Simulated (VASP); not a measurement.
Here is a VASP 6.6.1 calculation.

INCAR

```
SYSTEM = MoN2
PREC = Accurate
ENCUT = 910
EDIFF = 1E-6
ISMEAR = -1
SIGMA = 0.05
LREAL = .FALSE.
LASPH = .TRUE.
NELM = 120
ALGO = Normal
ISIF = 2
LWAVE = .FALSE.
LCHARG = .FALSE.
GGA = PS
NBANDS = 33
GGA_COMPAT = .FALSE.
```

File KPOINTS:

```
Automatic mesh
0
G
  6 6 10
  0 0 0
```

File POSCAR:

```
MoN2
1.0
    4.3480530000      0.0000000000      0.0000000000
    0.0000000000      4.3480530000      0.0000000000
    0.0000000000      0.0000000000      2.7674600000
Mo N
2 4
Direct
    0.0000000000      0.0000000000      0.0000000000
    0.5000000000      0.5000000000      0.0000000000
    0.6116470000      0.8883530000      0.5000000000
    0.3883530000      0.1116470000      0.5000000000
    0.1116470000      0.6116470000      0.5000000000
    0.8883530000      0.3883530000      0.5000000000
```

Potentials or basis: VASP PAW PBE potentials, release 64 (Mo_sv, N_h).

The run is started by

```console
$ cat potpaw_PBE.64/Mo_sv/POTCAR potpaw_PBE.64/N_h/POTCAR > POTCAR
$ mpirun -np 1 vasp_std > vasp.out
```

Q: Predict the band gap on the k mesh.

A: Zero (band 24 reaches 13.95 eV, above the bottom of band 25 at 11.97 eV).

Q: What does it give for the largest force?

A: 0.075 eV/Å.

Q: What does it give for the pressure?

A: -13.9 GPa.

Stress tensor (GPa, compression positive):
```
-13.45   0.00   0.00
  0.00 -13.45   0.00
  0.00   0.00 -14.80
```

Caveat: the cutoff is under 1.25 times the usual one of these potentials, so pressure, stress and relaxed cells hold a basis-set (Pulay) error; the PAW data sets were made with another functional, which shifts forces and pressure a little.
